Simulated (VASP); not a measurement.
# ZrH (P4_2/mmc) in VASP: further runs

The runs below take ZrH through electric field gradients, with PBEsol.

Program: VASP 6.6.1. These are calculated values, not measurements. Logs are shortened: lines on timing, memory, paths and dates and some standing lists are left out, and cuts for length are marked.

## 1. The cell of the first run

It takes space group P4_2/mmc (No. 131, tetragonal). The conventional cell has a = 3.254 Å, b = 3.254 Å, c = 4.964 Å, α = 90.00°, β = 90.00°, γ = 90.00°. Within 2.7 Å of Zr (site symmetry mmm) lie 4 H at 2.05 Å. Within 2.7 Å of H (site symmetry -4m2) lie 4 Zr at 2.05 Å and 2 H at 2.48 Å.

## 2. Electric field gradients, PBEsol (13.14 Å³/atom)

File INCAR:

```
SYSTEM = ZrH
  PREC = Accurate
  ENCUT = 520
  EDIFF = 1E-8
  ISMEAR = -1
  SIGMA = 0.02
  LREAL = .False.
  LASPH = .True.
  NELM = 100
  ALGO = Normal
  ISIF = 2
  LWAVE = .False.
  LCHARG = .False.
  GGA = PS
  LEFG = .True.
  NBANDS = 21
```

File KPOINTS:

```
Automatic mesh
0
Gamma
  9 9 6
  0 0 0
```

File POSCAR:

```
ZrH
1.0
    3.2535651720      0.0000000000      0.0000000000
    0.0000000000      3.2535651720      0.0000000000
    0.0000000000      0.0000000000      4.9644386590
Zr H
2 2
Direct
    0.0000000000      0.5000000000      0.0000000000
    0.5000000000      0.0000000000      0.5000000000
    0.0000000000      0.0000000000      0.7500000000
    0.0000000000      0.0000000000      0.2500000000
```

Potentials or basis: VASP PAW PBE potentials, release 64 (Zr_sv, H).

Run with:

```
cat potpaw_PBE.64/Zr_sv/POTCAR potpaw_PBE.64/H/POTCAR > POTCAR
mpirun -np 1 vasp_std > vasp.out
```

OUTCAR:

```text
SYSTEM = ZrH
   PREC = Accurate
   ENCUT = 520
   EDIFF = 1E-8
   ISMEAR = -1
   LREAL = .False.
   LASPH = .True.
   NELM = 100
   ISIF = 2
   GGA = PS

 ion  position               nearest neighbor table
   1  0.000  0.500  0.000-   3 2.05   4 2.05   3 2.05   4 2.05   2 3.38   2 3.38   2 3.38   2 3.38
                             2 3.38   2 3.38   2 3.38   2 3.38
   2  0.500  0.000  0.500-   3 2.05   4 2.05   3 2.05   4 2.05   1 3.38   1 3.38   1 3.38   1 3.38
                             1 3.38   1 3.38   1 3.38   1 3.38
   3  0.000  0.000  0.750-   1 2.05   2 2.05   1 2.05   2 2.05
   4  0.000  0.000  0.250-   1 2.05   2 2.05   1 2.05   2 2.05

  LATTYP: Found a simple tetragonal cell.
 ALAT       =     3.2535651720
 C/A-ratio  =     1.5258457712

  Lattice vectors:

 A1 = (   3.2535651720,   0.0000000000,   0.0000000000)
 A2 = (   0.0000000000,   3.2535651720,   0.0000000000)
 A3 = (   0.0000000000,   0.0000000000,   4.9644386590)

Analysis of symmetry for initial positions (statically):
=====================================================================
 Subroutine PRICEL returns:
 Original cell was already a primitive cell.

 Routine SETGRP: Setting up the symmetry group for a
 simple tetragonal supercell.

 Subroutine GETGRP returns: Found 16 space group operations
 (whereof  8 operations were pure point group operations)
 out of a pool of 16 trial point group operations.

The static configuration has the point symmetry D_2h.
 The point group associated with its full space group is D_4h.

Analysis of symmetry for dynamics (positions and initial velocities):
=====================================================================
 Subroutine PRICEL returns:
 Original cell was already a primitive cell.

 Routine SETGRP: Setting up the symmetry group for a
 simple tetragonal supercell.

 Subroutine GETGRP returns: Found 16 space group operations
 (whereof  8 operations were pure point group operations)
 out of a pool of 16 trial point group operations.

The dynamic configuration has the point symmetry D_2h.
 The point group associated with its full space group is D_4h.

 Subroutine INISYM returns: Found 16 space group operations
 (whereof  8 operations are pure point group operations),
 and found     1 'primitive' translations

----------------------------------------------------------------------------------------

                                     Primitive cell

  volume of cell :      52.5520

  direct lattice vectors                    reciprocal lattice vectors
     3.253565172  0.000000000  0.000000000     0.307355146  0.000000000  0.000000000
     0.000000000  3.253565172  0.000000000     0.000000000  0.307355146  0.000000000
     0.000000000  0.000000000  4.964438659     0.000000000  0.000000000  0.201432643

  length of vectors
     3.253565172  3.253565172  4.964438659     0.307355146  0.307355146  0.201432643

  position of ions in fractional coordinates (direct lattice)
     0.000000000  0.500000000  0.000000000
     0.500000000  0.000000000  0.500000000
     0.000000000  0.000000000  0.750000000
     0.000000000  0.000000000  0.250000000

  ion indices of the primitive-cell ions
   primitive index   ion index
                 1           1
                 2           2
                 3           3
                 4           4

----------------------------------------------------------------------------------------

 KPOINTS: Automatic mesh

Automatic generation of k-mesh.
 Grid dimensions read from file:
 generate k-points for:    9    9    6

 Generating k-lattice:

  Cartesian coordinates                     Fractional coordinates (reciprocal lattice)
     0.034150572  0.000000000  0.000000000     0.111111111  0.000000000  0.000000000
     0.000000000  0.034150572  0.000000000     0.000000000  0.111111111  0.000000000
     0.000000000  0.000000000  0.033572107     0.000000000  0.000000000  0.166666667

  Length of vectors
     0.034150572  0.034150572  0.033572107

  Shift w.r.t. Gamma in fractional coordinates (k-lattice)
     0.000000000  0.000000000  0.000000000

 Subroutine IBZKPT returns following result:
 ===========================================

 Found     60 irreducible k-points:

 Following reciprocal coordinates:
            Coordinates               Weight
  0.000000  0.000000  0.000000      1.000000
  0.111111  0.000000  0.000000      4.000000
  0.222222  0.000000  0.000000      4.000000
  0.333333  0.000000  0.000000      4.000000
  0.444444  0.000000  0.000000      4.000000
  0.111111  0.111111  0.000000      4.000000
[... 16 lines left out ...]
  0.333333  0.111111  0.166667     16.000000
  0.444444  0.111111  0.166667     16.000000
 [... further k-points ...]
   k-points           NKPTS =     60   k-points in BZ     NKDIM =     60   number of bands    NBANDS=     21
   number of dos      NEDOS =    301   number of ions     NIONS =      4
   total plane-waves  NPLWV =  23040
   dimension x,y,z NGX =    24 NGY =   24 NGZ =   40
   dimension x,y,z NGXF=    48 NGYF=   48 NGZF=   80
   ions per type =               2   2
   NGX,Y,Z   is equivalent  to a cutoff of  12.26, 12.26, 13.39 a.u.
   NGXF,Y,Z  is equivalent  to a cutoff of  24.53, 24.53, 26.79 a.u.
 SYSTEM =  ZrH
   PREC   = accura    normal or accurate (medium, high low for compatibility)
   ISTART =      0    job   : 0-new  1-cont  2-samecut
   ICHARG =      2    charge: 1-file 2-atom 10-const
   ISPIN  =      1    spin polarized calculation?
   LNONCOLLINEAR =      F non collinear calculations
   LSORBIT =      F    spin-orbit coupling
   LASPH  =      T    aspherical Exc in radial PAW
   ENCUT  =  520.0 eV  38.22 Ry    6.18 a.u.   6.05  6.05  9.23*2*pi/ulx,y,z
   NELM   =    100;   NELMIN=  2; NELMDL= -5     # of ELM steps
   EDIFF  = 0.1E-07   stopping-criterion for ELM
   LREAL  =      F    real-space projection
   EDIFFG = 0.1E-06   stopping-criterion for IOM
   NSW    =      0    number of steps for IOM
   IBRION =     -1    ionic relax: 0-MD 1-quasi-New 2-CG
   NFREE  =      0    steps in history (QN), initial steepest desc. (CG)
   ISIF   =      2    stress and relaxation
   ISYM   =      2    0-nonsym 1-usesym 2-fastsym
   POTIM  = 0.5000    time-step for ionic-motion
   TEBEG  =    0.0;   TEEND  =   0.0 temperature during run
   PSTRESS=    0.0 pullay stress
   NELECT =      26.0000    total number of electrons
   NUPDOWN=      -1.0000    fix difference up-down
   EMIN   =  10.00;   EMAX   =-10.00  energy-range for DOS
   EFERMI =   0.00;   METHOD = LEGACY
   ISMEAR =    -1;   SIGMA  =   0.02  broadening in eV -4-tet -1-fermi 0-gaus
   EFERMI_NEDOS =   21; number of points for ismear=-14 and -15
   IALGO  =     38    algorithm
   IMIX   =      4    mixing-type and parameters
     AMIX     =   0.40;   BMIX     =  1.00
     AMIX_MAG =   1.60;   BMIX_MAG =  1.00
  volume/ion in A,a.u.               =      13.14        88.66
  Fermi-wavevector in a.u.,A,eV,Ry     =   1.294801  2.446818 22.810284  1.676509
  Thomas-Fermi vector in A             =   2.426361
   LORBIT       =      0    0 simple, 1 ext, 2 COOP (PROOUT), +10 PAW based schemes
   GGA     = PS    functional components
   LHFCALC =     F    Hartree Fock is set to
   AEXX    =    0.0000 exact exchange contribution
   IVDW    =     0    specifies the selected vdW correction
   LEPSILON=     F    determine dielectric tensor
   LRPA    =     F    only Hartree local field effects (RPA)
 non-spin polarized calculation
  energy-cutoff  :      520.00
  volume of cell :       52.55
 maximum number of plane-waves:      1432
   NGX = 13   NGY = 13   NGZ = 19

 number of electron      25.9999998 magnetization

 Free energy of the ion-electron system (eV)
  ---------------------------------------------------
  ext. energy  EPLUGINS =         0.00000000
  ---------------------------------------------------
  free energy    TOTEN  =       -26.63184285 eV

  energy without entropy =      -26.62909839  energy(sigma->0) =      -26.63047062

 E-fermi :   8.0026     XC(G=0): -11.1179

 val. band max:        7.9939228106   @ k =   0.2222   0.0000   0.1667
 cond. band min:       8.0133716421   @ k =   0.1111   0.0000   0.5000
 fundamental gap:      0.0194488315
 Fermi energy:         8.0026254529

 k-point     1 :       0.0000    0.0000    0.0000
  band No.  band energies     occupation
      1     -40.8363      2.00000
      2     -40.7331      2.00000
      3     -19.2130      2.00000
      4     -18.7429      2.00000
      5     -18.7429      2.00000
      6     -18.5339      2.00000
[... 13 lines left out ...]
     20      12.6884      0.00000
     21      14.2002      0.00000

 k-point     2 :       0.1111    0.0000    0.0000
  band No.  band energies     occupation
      1     -40.8285      2.00000
      2     -40.7314      2.00000
      3     -19.1861      2.00000
      4     -18.8004      2.00000
      5     -18.7335      2.00000
      6     -18.5772      2.00000
[... 13 lines left out ...]
     20      12.6977      0.00000
     21      14.9867      0.00000

 k-point     3 :       0.2222    0.0000    0.0000
  band No.  band energies     occupation
      1     -40.8074      2.00000
      2     -40.7281      2.00000
      3     -19.1106      2.00000
      4     -18.9449      2.00000
      5     -18.7285      2.00000
      6     -18.7086      2.00000
[... 13 lines left out ...]
     20      13.3233      0.00000
     21      14.1218      0.00000
[... 457 lines left out ...]
 k-point    23 :       0.3333    0.1111    0.1667
  band No.  band energies     occupation
      1     -40.7703      2.00000
      2     -40.7278      2.00000
      3     -19.1589      2.00000
      4     -18.9749      2.00000
      5     -18.8748      2.00000
      6     -18.7205      2.00000
[... 13 lines left out ...]
     20      13.6118      0.00000
     21      14.6554      0.00000

 k-point    24 :       0.4444    0.1111    0.1667
  band No.  band energies     occupation
      1     -40.7477      2.00000
      2     -40.7322      2.00000
      3     -19.2530      2.00000
      4     -19.0432      2.00000
      5     -18.8155      2.00000
      6     -18.7147      2.00000
[... 13 lines left out ...]
     20      13.5603      0.00000
     21      15.2695      0.00000

 [... further k-points ...]

------------------------ aborting loop because EDIFF is reached ----------------------------------------

  FORCE on cell =-STRESS in cart. coord.  units (eV):
  Direction    XX          YY          ZZ          XY          YZ          ZX
  --------------------------------------------------------------------------------------
  -------------------------------------------------------------------------------------
  Total       -1.3532344     -1.3532344     -0.8840591      0.0000000      0.0000000      0.0000000
  in kB      -41.2566943    -41.2566943    -26.9527284      0.0000000      0.0000000      0.0000000
  external PRESSURE =     -36.4887056 kB  Pullay stress =       0.0000000 kB

 VOLUME and BASIS-vectors are now :
 -----------------------------------------------------------------------------
  energy-cutoff  :      520.00
  volume of cell :       52.55
      direct lattice vectors                 reciprocal lattice vectors
     3.253565172  0.000000000  0.000000000     0.307355146  0.000000000  0.000000000
     0.000000000  3.253565172  0.000000000     0.000000000  0.307355146  0.000000000
     0.000000000  0.000000000  4.964438659     0.000000000  0.000000000  0.201432643

 POSITION                                       TOTAL-FORCE (eV/Angst)
 -----------------------------------------------------------------------------------
      0.00000      1.62678      0.00000         0.000000      0.000000      0.000000
      1.62678      0.00000      2.48222         0.000000      0.000000      0.000000
      0.00000      0.00000      3.72333         0.000000      0.000000      0.000000
      0.00000      0.00000      1.24111         0.000000     -0.000000     -0.000000
 -----------------------------------------------------------------------------------
    total drift:                                0.000000      0.000000     -0.000000

  FREE ENERGIE OF THE ION-ELECTRON SYSTEM (eV)
  ---------------------------------------------------
  free  energy   TOTEN  =       -26.6318428536 eV

  energy  without entropy=      -26.6290983874  energy(sigma->0) =      -26.63047062

 Electric field gradients (V/A^2)
---------------------------------------------------------------------
 ion       V_xx      V_yy      V_zz      V_xy      V_xz      V_yz
---------------------------------------------------------------------
   1      76.078   -41.197   -34.882     0.000     0.000    -0.000
   2     -41.197    76.078   -34.882     0.000     0.000    -0.000
   3      -0.401    -0.401     0.803     0.000     0.000     0.000
   4      -0.401    -0.401     0.803     0.000     0.000     0.000
---------------------------------------------------------------------

 Electric field gradients after diagonalization (V/A^2)
 (convention: |V_zz| > |V_xx| > |V_yy|)
----------------------------------------------------------------------
 ion       V_xx      V_yy      V_zz     asymmetry (V_yy - V_xx)/ V_zz
----------------------------------------------------------------------
   1     -41.197   -34.882    76.078       0.083
   2     -41.197   -34.882    76.078       0.083
   3      -0.401    -0.401     0.803       0.000
   4      -0.401    -0.401     0.803       0.000
----------------------------------------------------------------------

           NMR quadrupolar parameters

 Cq : quadrupolar parameter    Cq=e*Q*V_zz/h
 eta: asymmetry parameters     (V_yy - V_xx)/ V_zz
 Q  : nuclear electric quadrupole moment in mb (millibarn)
----------------------------------------------------------------------
 ion       Cq(MHz)       eta       Q (mb)
----------------------------------------------------------------------
   1       0.184       0.083       1.000
   2       0.184       0.083       1.000
   3       0.002       0.000       1.000
   4       0.002       0.000       1.000
----------------------------------------------------------------------
```

Run time: 34 s. Hardware: 1 thread of AMD EPYC 9R14 (Zen 4), shared host; peak memory 0.17 GiB.

Results:

```
Free energy                             : -26.6318 eV
Pressure                                : -3.6 GPa
Band gap on the k mesh                  : zero (bands 13 and 14 overlap by 1.02 eV)
Largest electric field gradient by atom : Zr +76.1; H +0.8 V/Å²
```

Stress tensor (GPa, compression positive):
```
-4.13  0.00  0.00
 0.00 -4.13  0.00
 0.00  0.00 -2.70
```

Electric field gradients, principal values (V/Å²):
```csv
atom,least,middle,greatest (by size)
1 Zr,-34.882,-41.197,76.078
2 Zr,-34.882,-41.197,76.078
3 H,-0.401,-0.401,0.803
4 H,-0.401,-0.401,0.803
```

Caveat: the cell stands under tension; without QUAD_EFG the Cq values of the log hold for a quadrupole moment of 1 mb, not for the nuclei; the PAW data sets were made with another functional, which shifts forces and pressure a little.

[end of part 1 of 2]

The gap in the log of VASP goes by the Fermi energy; the results here count the filled bands.